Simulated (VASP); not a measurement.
Write the native input for VASP 6.6.1 that does the following.

| Quantity | Value |
| --- | --- |
| Task | relaxation of cell and atoms |
| Functional | PBE |
| Potentials or basis | VASP PAW PBE potentials, release 64 (Na_pv, Al, O) |
| Cutoff | 600 eV |
| k mesh | 4 × 4 × 4 |
| Occupations | gaussian, width 0.1 eV |
| Spin | no spin polarisation |
| Dipole correction | no |
| Further INCAR settings | ALGO = Normal; EDIFF = 1e-06; IBRION = 2; EDIFFG = -0.04; NSW = 90; ISIF = 3 |

The structure of Na2Al2O lies in POSCAR:

```
Na2Al2O
1.0
    4.1961105500      0.0000000000      0.0000000000
    0.0000000000      4.1961105500      0.0000000000
    0.0000000000      0.0000000000      5.6447105100
Na Al O
2 2 1
Direct
    0.0000000000      0.0000000000      0.7502017000
    0.0000000000      0.0000000000      0.2497983000
    0.0000000000      0.5000000000      0.0000000000
    0.5000000000      0.0000000000      0.0000000000
    0.5000000000      0.5000000000      0.5000000000
```

The cell was generated, and may not be a known phase.

These files were run (other wordings do the same):

INCAR

```
SYSTEM = Na2Al2O
ALGO     = Normal         ! electronic algorithm
EDIFF    = 1E-6           ! SCF threshold, eV
EDIFFG   = -0.04          ! ionic threshold
ENCUT    = 600            ! plane-wave cutoff, eV
GGA      = PE             ! functional
IBRION   = 2              ! ionic algorithm
ISIF     = 3              ! what is computed and relaxed
ISMEAR   = 0              ! smearing method
LASPH    = .True.         ! aspherical terms in the spheres
LCHARG   = .False.        ! write CHGCAR
LREAL    = .False.        ! projectors in reciprocal space
LWAVE    = .False.        ! write WAVECAR
NELM     = 80             ! most SCF steps
NSW      = 90             ! ionic steps
PREC     = Accurate       ! precision mode
SIGMA    = 0.1            ! smearing width, eV
```

KPOINTS

```
k-points
0
Gamma
  4 4 4
  0 0 0
```

Potentials or basis: VASP PAW PBE potentials, release 64 (Na_pv, Al, O).

Command:

```bash
$ cat potpaw_PBE.64/Na_pv/POTCAR potpaw_PBE.64/Al/POTCAR potpaw_PBE.64/O/POTCAR > POTCAR
$ mpirun -np 1 vasp_std > vasp.out
```

Results of the run:

```
Relaxed volume                        : 20.22 Å³/atom
Relaxed cell                          : a = 3.523 Å, b = 3.523 Å, c = 8.144 Å, α = 90.00°, β = 90.00°, γ = 90.00°
Space group after relaxing (to 0.1 Å) : P4/mmm (No. 123)
Energy gained by relaxing             : 881.4 meV/atom
Ionic steps                           : 14
Pressure after relaxing               : 0.0 GPa
Largest force after relaxing          : 0.026 eV/Å
Band gap on the k mesh                : zero (bands 13 and 14 overlap by 1.60 eV)
```

Caveat: the k points lie up to 0.45 Å⁻¹ apart in the final cell, too coarse for converged energies and pressures of a metal; a cell axis changed by over 15 % at a fixed basis, so the end point is rough.

It took 6.6 min on 1 thread of Intel(R) Xeon(R) Platinum 8488C (Sapphire Rapids) (shared host), peak memory 0.26 GiB.
